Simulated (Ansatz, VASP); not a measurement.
## CdF2 in VASP and in Ansatz

```xyz
3
Lattice="0.0000 2.6488 2.6488 2.6488 0.0000 2.6488 2.6488 2.6488 0.0000" Properties=species:S:1:pos:R:3 pbc="T T T"
Cd    0.0217    0.0217    0.0217
F     1.3244    1.3244    1.3244
F     3.9732    3.9732    3.9732
```

Change from the starting cell: all Cd atoms moved +0.037 Å, as atom 1 along Cartesian [1 1 1].

Alike in both runs: task single point; functional LDA; k mesh 8 × 8 × 8; occupations gaussian, width 0.05 eV; no spin polarisation.

```csv
,VASP,Ansatz
version,VASP 6.6.1,Ansatz 0.2.0
potentials or method,"VASP PAW LDA potentials, release 64 (Cd, F), cutoff 520 eV","scalar-relativistic, plane waves, PAW"
valence electrons in the cell,26,34
```

Ansatz gave:

```
gap on the k mesh at the Fermi level (eV)                     : 2.99
least direct gap on the mesh (eV)                             : 3.40
pressure (GPa)                                                : 0.1
traceless stress, the component that is largest in VASP (GPa) : 0.06
rms of the force components (eV/Å)                            : 0.091
```

Problem. Which values does VASP return?

Solution. gap on the k mesh at the Fermi level (eV): 2.98; least direct gap on the mesh (eV): 3.39; pressure (GPa): 1.4; traceless stress, the component that is largest in VASP (GPa): 0.06; rms of the force components (eV/Å): 0.102.

LDA's correlation is that of Perdew and Zunger in VASP and of Perdew and Wang (1992) in Ansatz. Atom by atom the forces differ by 0.011 eV/Å (rms over components). VASP's potentials hold 26 valence electrons a cell and Ansatz's 34, so a difference there can come from the potentials and not from the codes.
